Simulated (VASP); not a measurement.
# C (Pcca) in VASP: notebook

The runs below take C through single point, relaxation of cell and atoms, with PBE.

All numbers are computed with VASP 6.6.1; they aren't measurements. Logs are shortened: lines on timing, memory, paths and dates and some standing lists are left out, and cuts for length are marked.

## Step 1: The cell of the first run

It takes space group Pcca (No. 54, orthorhombic). The conventional cell has a = 3.848 Å, b = 2.131 Å, c = 4.287 Å, α = 90.00°, β = 90.00°, γ = 90.00°. C (site symmetry 1) has 5 C at 1.41 to 1.77 Å within 1.9 Å.

The cell was built from a structure type or drawn by symmetry, and may not be a known phase.

## Step 2: Single point, PBE

INCAR

```
PREC = Accurate
ENCUT = 520
EDIFF = 1E-7
ISMEAR = 0
SIGMA = 0.1
LREAL = False
LASPH = True
NELM = 100
ALGO = Normal
ISIF = 2
LWAVE = False
LCHARG = False
GGA = PE
NBANDS = 26
```

KPOINTS

```
regular mesh
0
Gamma
  4 8 4
```

POSCAR

```
C
1.0
    3.8478814600      0.0000000000      0.0000000000
    0.0000000000      2.1313070800      0.0000000000
    0.0000000000      0.0000000000      4.2870968500
C
8
Direct
    0.3808429800      0.2315920000      0.1153740000
    0.8808429800      0.7684080000      0.3846260000
    0.6191570200      0.2315920000      0.3846260000
    0.1191570200      0.2315920000      0.6153740000
    0.1191570200      0.7684080000      0.1153740000
    0.8808429800      0.2315920000      0.8846260000
    0.3808429800      0.7684080000      0.6153740000
    0.6191570200      0.7684080000      0.8846260000
```

Potentials or basis: VASP PAW PBE potentials, release 64 (C).

The run is started by

```sh
> cat potpaw_PBE.64/C/POTCAR > POTCAR
> mpirun -np 1 vasp_std > vasp.out
```

OUTCAR:

```text
PREC = Accurate
   ENCUT = 520
   EDIFF = 1E-7
   ISMEAR = 0
   LREAL = False
   LASPH = True
   NELM = 100
   ISIF = 2
   GGA = PE

 ion  position               nearest neighbor table
   1  0.381  0.232  0.115-   5 1.41   3 1.47   5 1.52   8 1.67   8 1.77
   2  0.881  0.768  0.385-   3 1.41   5 1.47   3 1.52   4 1.67   4 1.77
   3  0.619  0.232  0.385-   2 1.41   1 1.47   2 1.52   7 1.67   7 1.77
   4  0.119  0.232  0.615-   7 1.41   6 1.47   7 1.52   2 1.67   2 1.77
   5  0.119  0.768  0.115-   1 1.41   2 1.47   1 1.52   6 1.67   6 1.77
   6  0.881  0.232  0.885-   8 1.41   4 1.47   8 1.52   5 1.67   5 1.77
   7  0.381  0.768  0.615-   4 1.41   8 1.47   4 1.52   3 1.67   3 1.77
   8  0.619  0.768  0.885-   6 1.41   7 1.47   6 1.52   1 1.67   1 1.77

  LATTYP: Found a simple orthorhombic cell.
 ALAT       =     2.1313070800
 B/A-ratio  =     1.8054092233
 C/A-ratio  =     2.0114871715

  Lattice vectors:

 A1 = (   0.0000000000,  -2.1313070800,   0.0000000000)
 A2 = (   3.8478814600,   0.0000000000,   0.0000000000)
 A3 = (   0.0000000000,   0.0000000000,   4.2870968500)

Analysis of symmetry for initial positions (statically):
=====================================================================
 Subroutine PRICEL returns:
 Original cell was already a primitive cell.

 Routine SETGRP: Setting up the symmetry group for a
 simple orthorhombic supercell.

 Subroutine GETGRP returns: Found  8 space group operations
 (whereof  2 operations were pure point group operations)
 out of a pool of  8 trial point group operations.

The static configuration has the point symmetry S_2 .
 The point group associated with its full space group is D_2h.

Analysis of symmetry for dynamics (positions and initial velocities):
=====================================================================
 Subroutine PRICEL returns:
 Original cell was already a primitive cell.

 Routine SETGRP: Setting up the symmetry group for a
 simple orthorhombic supercell.

 Subroutine GETGRP returns: Found  8 space group operations
 (whereof  2 operations were pure point group operations)
 out of a pool of  8 trial point group operations.

The dynamic configuration has the point symmetry S_2 .
 The point group associated with its full space group is D_2h.

 Subroutine INISYM returns: Found  8 space group operations
 (whereof  2 operations are pure point group operations),
 and found     1 'primitive' translations

----------------------------------------------------------------------------------------

                                     Primitive cell

  volume of cell :      35.1586

  direct lattice vectors                    reciprocal lattice vectors
     3.847881460  0.000000000  0.000000000     0.259883266  0.000000000  0.000000000
     0.000000000  2.131307080  0.000000000     0.000000000  0.469195645  0.000000000
     0.000000000  0.000000000  4.287096850     0.000000000  0.000000000  0.233258085

  length of vectors
     3.847881460  2.131307080  4.287096850     0.259883266  0.469195645  0.233258085

  position of ions in fractional coordinates (direct lattice)
     0.380842980  0.231592000  0.115374000
     0.880842980  0.768408000  0.384626000
     0.619157020  0.231592000  0.384626000
     0.119157020  0.231592000  0.615374000
     0.119157020  0.768408000  0.115374000
     0.880842980  0.231592000  0.884626000
     0.380842980  0.768408000  0.615374000
     0.619157020  0.768408000  0.884626000

  ion indices of the primitive-cell ions
   primitive index   ion index
                 1           1
                 2           2
                 3           3
                 4           4
                 5           5
                 6           6
                 7           7
                 8           8

----------------------------------------------------------------------------------------

 KPOINTS: regular mesh

Automatic generation of k-mesh.
 Grid dimensions read from file:
 generate k-points for:    4    8    4

 Generating k-lattice:

  Cartesian coordinates                     Fractional coordinates (reciprocal lattice)
     0.064970816  0.000000000  0.000000000     0.250000000  0.000000000  0.000000000
     0.000000000  0.058649456  0.000000000     0.000000000  0.125000000  0.000000000
     0.000000000  0.000000000  0.058314521     0.000000000  0.000000000  0.250000000

  Length of vectors
     0.064970816  0.058649456  0.058314521

  Shift w.r.t. Gamma in fractional coordinates (k-lattice)
     0.000000000  0.000000000  0.000000000

 Subroutine IBZKPT returns following result:
 ===========================================

 Found     45 irreducible k-points:

 Following reciprocal coordinates:
            Coordinates               Weight
  0.000000  0.000000  0.000000      1.000000
  0.250000  0.000000  0.000000      2.000000
  0.500000  0.000000  0.000000      1.000000
  0.000000  0.125000  0.000000      2.000000
  0.250000  0.125000  0.000000      4.000000
  0.500000  0.125000  0.000000      2.000000
[... 16 lines left out ...]
  0.250000  0.250000  0.250000      8.000000
  0.500000  0.250000  0.250000      4.000000
 [... further k-points ...]
   k-points           NKPTS =     45   k-points in BZ     NKDIM =     45   number of bands    NBANDS=     26
   number of dos      NEDOS =    301   number of ions     NIONS =      8
   total plane-waves  NPLWV =  15360
   dimension x,y,z NGX =    30 NGY =   16 NGZ =   32
   dimension x,y,z NGXF=    60 NGYF=   32 NGZF=   64
   ions per type =               8
   NGX,Y,Z   is equivalent  to a cutoff of  12.96, 12.48, 12.41 a.u.
   NGXF,Y,Z  is equivalent  to a cutoff of  25.92, 24.96, 24.82 a.u.
 SYSTEM =  unknown system
   PREC   = accura    normal or accurate (medium, high low for compatibility)
   ISTART =      0    job   : 0-new  1-cont  2-samecut
   ICHARG =      2    charge: 1-file 2-atom 10-const
   ISPIN  =      1    spin polarized calculation?
   LNONCOLLINEAR =      F non collinear calculations
   LSORBIT =      F    spin-orbit coupling
   LASPH  =      T    aspherical Exc in radial PAW
   ENCUT  =  520.0 eV  38.22 Ry    6.18 a.u.   7.15  3.96  7.97*2*pi/ulx,y,z
   NELM   =    100;   NELMIN=  2; NELMDL= -5     # of ELM steps
   EDIFF  = 0.1E-06   stopping-criterion for ELM
   LREAL  =      F    real-space projection
   EDIFFG = 0.1E-05   stopping-criterion for IOM
   NSW    =      0    number of steps for IOM
   IBRION =     -1    ionic relax: 0-MD 1-quasi-New 2-CG
   NFREE  =      0    steps in history (QN), initial steepest desc. (CG)
   ISIF   =      2    stress and relaxation
   ISYM   =      2    0-nonsym 1-usesym 2-fastsym
   POTIM  = 0.5000    time-step for ionic-motion
   TEBEG  =    0.0;   TEEND  =   0.0 temperature during run
   PSTRESS=    0.0 pullay stress
   NELECT =      32.0000    total number of electrons
   NUPDOWN=      -1.0000    fix difference up-down
   EMIN   =  10.00;   EMAX   =-10.00  energy-range for DOS
   EFERMI =   0.00;   METHOD = LEGACY
   ISMEAR =     0;   SIGMA  =   0.10  broadening in eV -4-tet -1-fermi 0-gaus
   EFERMI_NEDOS =   21; number of points for ismear=-14 and -15
   IALGO  =     38    algorithm
   IMIX   =      4    mixing-type and parameters
     AMIX     =   0.40;   BMIX     =  1.00
     AMIX_MAG =   1.60;   BMIX_MAG =  1.00
  volume/ion in A,a.u.               =       4.39        29.66
  Fermi-wavevector in a.u.,A,eV,Ry     =   1.586528  2.998104 34.246844  2.517072
  Thomas-Fermi vector in A             =   2.685826
   LORBIT       =      0    0 simple, 1 ext, 2 COOP (PROOUT), +10 PAW based schemes
   GGA     = PE    functional components
   LHFCALC =     F    Hartree Fock is set to
   AEXX    =    0.0000 exact exchange contribution
   IVDW    =     0    specifies the selected vdW correction
   LEPSILON=     F    determine dielectric tensor
   LRPA    =     F    only Hartree local field effects (RPA)
 non-spin polarized calculation
 Gauss-broadening in eV      SIGMA  =   0.10
  energy-cutoff  :      520.00
  volume of cell :       35.16
 maximum number of plane-waves:       972
 NGX is ok and might be reduce to    30
   NGX = 15   NGY =  7   NGZ = 15

 number of electron      31.9999996 magnetization

 Free energy of the ion-electron system (eV)
  ---------------------------------------------------
  ext. energy  EPLUGINS =         0.00000000
  ---------------------------------------------------
  free energy    TOTEN  =       -51.34378131 eV

  energy without entropy =      -51.33764889  energy(sigma->0) =      -51.34071510

 E-fermi :  14.1953     XC(G=0): -14.8906

 val. band max:       14.1695001414   @ k =   0.2500   0.0000   0.0000
 cond. band min:      14.1991041604   @ k =   0.0000   0.2500   0.5000
 fundamental gap:      0.0296040190
 Fermi energy:        14.1953285138

 k-point     1 :       0.0000    0.0000    0.0000
  band No.  band energies     occupation
      1     -11.3090      2.00000
      2      -5.1854      2.00000
      3      -4.7038      2.00000
      4      -3.6830      2.00000
      5      -3.2753      2.00000
      6       2.2116      2.00000
[... 18 lines left out ...]
     25      25.2805      0.00000
     26      27.1147      0.00000

 k-point     2 :       0.2500    0.0000    0.0000
  band No.  band energies     occupation
      1     -10.8104      2.00000
      2      -6.8617      2.00000
      3      -4.7397      2.00000
      4      -4.2706      2.00000
      5      -0.5527      2.00000
      6       0.0101      2.00000
[... 18 lines left out ...]
     25      25.1557      0.00000
     26      26.6458      0.00000

 k-point     3 :       0.5000    0.0000    0.0000
  band No.  band energies     occupation
      1      -9.3201      2.00000
      2      -9.3201      2.00000
      3      -3.7190      2.00000
      4      -3.7190      2.00000
      5      -1.9853      2.00000
      6      -1.9853      2.00000
[... 18 lines left out ...]
     25      26.1971      0.00000
     26      26.2046      0.00000

 k-point     4 :       0.0000    0.1250    0.0000
  band No.  band energies     occupation
      1     -10.9001      2.00000
      2      -4.8039      2.00000
      3      -4.3135      2.00000
      4      -3.3069      2.00000
      5      -2.8992      2.00000
      6       2.5182      2.00000
[... 18 lines left out ...]
     25      26.6526      0.00000
     26      27.1331      0.00000

 k-point     5 :       0.2500    0.1250    0.0000
  band No.  band energies     occupation
      1     -10.4028      2.00000
      2      -6.4674      2.00000
      3      -4.3643      2.00000
      4      -3.8880      2.00000
      5      -0.1806      2.00000
      6       0.4093      2.00000
[... 18 lines left out ...]
     25      26.2488      0.00000
     26      27.5064      0.00000

 k-point     6 :       0.5000    0.1250    0.0000
  band No.  band energies     occupation
      1      -8.9169      2.00000
      2      -8.9169      2.00000
      3      -3.3676      2.00000
      4      -3.3676      2.00000
      5      -1.5615      2.00000
      6      -1.5615      2.00000
[... 427 lines left out ...]
 k-point    21 :       0.5000    0.1250    0.2500
  band No.  band energies     occupation
      1      -8.5133      2.00000
      2      -8.5133      2.00000
      3      -5.3579      2.00000
      4      -5.3579      2.00000
      5       1.0496      2.00000
      6       1.0496      2.00000
[... 18 lines left out ...]
     25      26.1354      0.00000
     26      26.1354      0.00000

 k-point    22 :       0.0000    0.2500    0.2500
  band No.  band energies     occupation
      1      -9.2706      2.00000
      2      -6.0794      2.00000
      3      -1.8602      2.00000
      4      -1.4095      2.00000
      5      -0.7624      2.00000
      6       1.5681      2.00000
[... 18 lines left out ...]
     25      27.3312      0.00000
     26      28.3325      0.00000

 k-point    23 :       0.2500    0.2500    0.2500
  band No.  band energies     occupation
      1      -8.7787      2.00000
      2      -5.6032      2.00000
      3      -4.9049      2.00000
      4      -2.0706      2.00000
      5       0.9300      2.00000
      6       2.2412      2.00000
[... 18 lines left out ...]
     25      26.7890      0.00000
     26      27.4688      0.00000

 k-point    24 :       0.5000    0.2500    0.2500
  band No.  band energies     occupation
      1      -7.3119      2.00000
      2      -7.3119      2.00000
      3      -4.2029      2.00000
      4      -4.2029      2.00000
      5       2.1469      2.00000
      6       2.1469      2.00000
[... 18 lines left out ...]
     25      26.9293      0.00000
     26      26.9305      0.00000

 [... further k-points ...]
[... 5 lines left out ...]
  --------------------------------------------------------------------------------------
  -------------------------------------------------------------------------------------
  Total       33.4548480     48.4658230     34.9672349      0.0000000      0.0000000      0.0000000
  in kB     1524.5393412   2208.5903378   1593.4589033      0.0000000      0.0000000      0.0000000
  external PRESSURE =    1775.5295274 kB  Pullay stress =       0.0000000 kB

 VOLUME and BASIS-vectors are now :
 -----------------------------------------------------------------------------
  energy-cutoff  :      520.00
  volume of cell :       35.16
      direct lattice vectors                 reciprocal lattice vectors
     3.847881460  0.000000000  0.000000000     0.259883266  0.000000000  0.000000000
     0.000000000  2.131307080  0.000000000     0.000000000  0.469195645  0.000000000
     0.000000000  0.000000000  4.287096850     0.000000000  0.000000000  0.233258085

 POSITION                                       TOTAL-FORCE (eV/Angst)
 -----------------------------------------------------------------------------------
      1.46544      0.49359      0.49462         2.391673      0.529088      1.579873
      3.38938      1.63771      1.64893         2.391673     -0.529088     -1.579873
      2.38244      0.49359      1.64893        -2.391673      0.529088     -1.579873
      0.45850      0.49359      2.63817        -2.391673      0.529088      1.579873
      0.45850      1.63771      0.49462        -2.391673     -0.529088      1.579873
      3.38938      0.49359      3.79248         2.391673      0.529088     -1.579873
      1.46544      1.63771      2.63817         2.391673     -0.529088      1.579873
      2.38244      1.63771      3.79248        -2.391673     -0.529088     -1.579873
 -----------------------------------------------------------------------------------
    total drift:                                0.000000     -0.000000      0.000000

  FREE ENERGIE OF THE ION-ELECTRON SYSTEM (eV)
  ---------------------------------------------------
  free  energy   TOTEN  =       -51.3437813116 eV

  energy  without entropy=      -51.3376488944  energy(sigma->0) =      -51.34071510
```

It took 29 s on 1 thread of Intel Xeon Platinum 8259CL at 2.50GHz (Skylake/Cascade Lake), shared host; peak memory 0.15 GiB.

Results:

```
Free energy            : -51.3438 eV
Pressure               : 177.6 GPa
Largest force          : 2.915 eV/Å
Band gap on the k mesh : zero (bands 16 and 17 overlap by 5.01 eV)
```

Forces on the atoms (eV/Å):
```
C    2.392  0.529  1.580
C    2.392 -0.529 -1.580
C   -2.392  0.529 -1.580
C   -2.392  0.529  1.580
C   -2.392 -0.529  1.580
C    2.392  0.529 -1.580
C    2.392 -0.529  1.580
C   -2.392 -0.529 -1.580
```

Levels at points of the mesh, in eV from the Fermi level:
| k point | band 14 | band 15 | band 16 | band 17 | band 18 | band 19 |
| --- | --- | --- | --- | --- | --- | --- |
| (0.00, 0.00, 0.00) | 0.28 | 1.05 | 2.30 | 4.86 | 4.93 | 8.13 |
| (0.50, 0.00, 0.00) | -2.43 | -0.09 | -0.09 | 4.28 | 4.28 | 8.93 |
| (0.00, 0.50, 0.00) | -3.86 | -3.63 | -2.92 | -2.71 | -2.50 | 2.80 |
| (0.50, 0.50, 0.00) | -1.81 | -1.56 | -1.56 | 1.53 | 1.53 | 1.56 |
| (0.00, 0.00, 0.50) | -3.27 | 1.99 | 1.99 | 5.10 | 5.10 | 6.19 |
| (0.50, 0.00, 0.50) | -1.48 | -1.48 | -1.48 | 7.26 | 7.26 | 7.26 |
| (0.00, 0.50, 0.50) | -3.67 | -2.66 | -2.66 | -0.43 | -0.43 | 0.84 |
| (0.50, 0.50, 0.50) | -1.26 | -1.26 | -1.26 | 0.24 | 0.24 | 0.24 |

Caveat: the k points lie up to 0.41 Å⁻¹ apart, too coarse for converged energies and pressures of a metal; forces of over 1 eV/Å act on the atoms, so gaps and moduli don't describe the material at rest.

## Step 3: Relaxation of cell and atoms, PBE

INCAR

```
  PREC = Accurate
  ENCUT = 600
  EDIFF = 1E-6
  ISMEAR = 0
  SIGMA = 0.1
  LREAL = False
  LASPH = True
  NELM = 100
  ALGO = Normal
  ISIF = 3
  LWAVE = False
  LCHARG = False
  GGA = PE
  IBRION = 2
  NSW = 90
  EDIFFG = -0.04
```

KPOINTS

```
Automatic mesh
0
Gamma
  4 8 4
```

POSCAR is that of step 2.

Potentials or basis: VASP PAW PBE potentials, release 64 (C).

The run is started by

```sh
> cat potpaw_PBE.64/C/POTCAR > POTCAR
> mpirun -np 1 vasp_std > vasp.out
```

Wall time 11 min (1 thread of Intel Xeon Platinum 8259CL at 2.50GHz (Skylake/Cascade Lake), shared host); peak memory 0.17 GiB.

It converged, with:

```yaml
Free_energy: -72.9851 eV
Relaxed_volume: 7.96 Å³/atom
Relaxed_cell: a = 4.264 Å, b = 2.464 Å, c = 6.061 Å, α = 90.00°, β = 90.00°, γ = 90.00°
Space_group_after_relaxing_to_0.1_Å: Fmmm (No. 69)
Pressure_after_relaxing: 0.2 GPa
Largest_force_after_relaxing: 0.013 eV/Å
Band_gap_on_the_k_mesh: zero (bands 16 and 17 overlap by 0.43 eV)
```

Forces in eV/Å, atoms in the order of the input:
```
C   -0.009 -0.007 -0.007
C   -0.009  0.007  0.007
C    0.009 -0.007  0.007
C    0.009 -0.007 -0.007
C    0.009  0.007 -0.007
C   -0.009 -0.007  0.007
C   -0.009  0.007 -0.007
C    0.009  0.007  0.007
```

Final structure:
```
C
1.0
     4.26414    0.00000    0.00000
     0.00000    2.46411    0.00000
     0.00000    0.00000    6.06086
C
8
Direct
  0.33321 0.25003 0.25011
  0.83321 0.74997 0.24989
  0.66679 0.25003 0.24989
  0.16679 0.25003 0.75011
  0.16679 0.74997 0.25011
  0.83321 0.25003 0.74989
  0.33321 0.74997 0.75011
  0.66679 0.74997 0.74989
```

Levels at points of the mesh, in eV from the Fermi level:
| k point | band 12 | band 13 | band 14 | band 15 | band 16 | band 17 | band 18 | band 19 | band 20 | band 21 |
| --- | --- | --- | --- | --- | --- | --- | --- | --- | --- | --- |
| (0.00, 0.00, 0.00) | -2.99 | -2.93 | -2.91 | -2.90 | -0.92 | 0.69 | 3.05 | 5.44 | 7.07 | 7.88 |
| (0.50, 0.00, 0.00) | -5.03 | -4.90 | -4.90 | -4.14 | -4.14 | 6.90 | 6.90 | 7.12 | 7.12 | 7.85 |
| (0.00, 0.50, 0.00) | -8.75 | -3.72 | -3.72 | -1.45 | -1.45 | 1.96 | 1.96 | 4.06 | 4.07 | 10.44 |
| (0.50, 0.50, 0.00) | -6.32 | -2.54 | -2.54 | -2.54 | -2.54 | 2.29 | 2.29 | 2.29 | 2.29 | 7.50 |
| (0.00, 0.00, 0.50) | -2.94 | -2.91 | -2.91 | -2.26 | -2.26 | 1.77 | 1.77 | 7.46 | 7.46 | 8.46 |
| (0.50, 0.00, 0.50) | -5.82 | -4.96 | -4.96 | -4.96 | -4.96 | 7.30 | 7.30 | 7.30 | 7.30 | 8.22 |
| (0.00, 0.50, 0.50) | -8.87 | -2.66 | -2.66 | -2.66 | -2.66 | 2.92 | 2.92 | 2.93 | 2.93 | 10.81 |
| (0.50, 0.50, 0.50) | -6.32 | -2.26 | -2.26 | -2.26 | -2.26 | 1.74 | 1.74 | 1.74 | 1.74 | 7.48 |

Caveat: the k points lie up to 0.37 Å⁻¹ apart in the final cell; the volume moved by over 15 % at a fixed basis, so the end points are rough.

[end of part 1 of 2]
